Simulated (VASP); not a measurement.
## Pb12O: single point with LDA

System: Pb12O, a slab with vacuum.

```
CELL_PARAMETERS angstrom
7.00036 0.00000 0.00000
3.50018 6.06249 0.00000
0.00000 0.00000 18.71577
ATOMIC_POSITIONS crystal
Pb 0.16667 0.16667 0.05343
Pb 0.66667 0.16667 0.05343
Pb 0.16667 0.66667 0.05343
Pb 0.66667 0.66667 0.05343
Pb 0.81757 0.32562 0.19578
Pb 0.29490 0.35146 0.18811
Pb 0.83011 0.84485 0.19426
Pb 0.36186 0.82377 0.19381
Pb 0.01445 0.99238 0.33210
Pb 0.49889 0.01938 0.33800
Pb 0.98571 0.50781 0.33212
Pb 0.48990 0.49574 0.33916
O 0.50977 0.75123 0.39460
```

```yaml
Program: VASP 6.6.1
Task: single point
Functional: LDA
Potentials_or_basis: VASP PAW LDA potentials, release 64 (Pb_d, O)
Cutoff: 520 eV
k_mesh: 3 × 3 × 1
Occupations: fermi-dirac, width 0.1 eV
Spin: no spin polarisation
```

```
Largest force          : 0.241 eV/Å
Band gap on the k mesh : zero (bands 87 and 88 overlap by 0.33 eV)
```

Forces on the atoms (eV/Å):
```
Pb  -0.136 -0.191 -0.021
Pb  -0.002  0.007  0.076
Pb   0.140  0.194 -0.031
Pb  -0.013 -0.006 -0.075
Pb   0.003  0.004  0.003
Pb   0.006  0.001  0.006
Pb   0.001  0.013  0.012
Pb   0.002 -0.004  0.007
Pb   0.009  0.004  0.008
Pb   0.020  0.049 -0.030
Pb   0.001 -0.010  0.012
Pb  -0.018 -0.026 -0.012
O   -0.013 -0.034  0.045
```

Levels at points of the mesh, in eV from the Fermi level:
| k point | band 83 | band 84 | band 85 | band 86 | band 87 | band 88 | band 89 | band 90 | band 91 | band 92 |
| --- | --- | --- | --- | --- | --- | --- | --- | --- | --- | --- |
| (0.00, 0.00, 0.00) | -2.39 | -1.72 | -1.17 | -0.39 | 0.14 | 1.20 | 1.41 | 1.47 | 1.65 | 1.73 |

Run time: 27 min on 1 thread of Intel Xeon 8259CL, on a shared host, peak memory 0.74 GiB.

Caveat: spin-orbit coupling is left out, which moves the levels of the heavy elements.
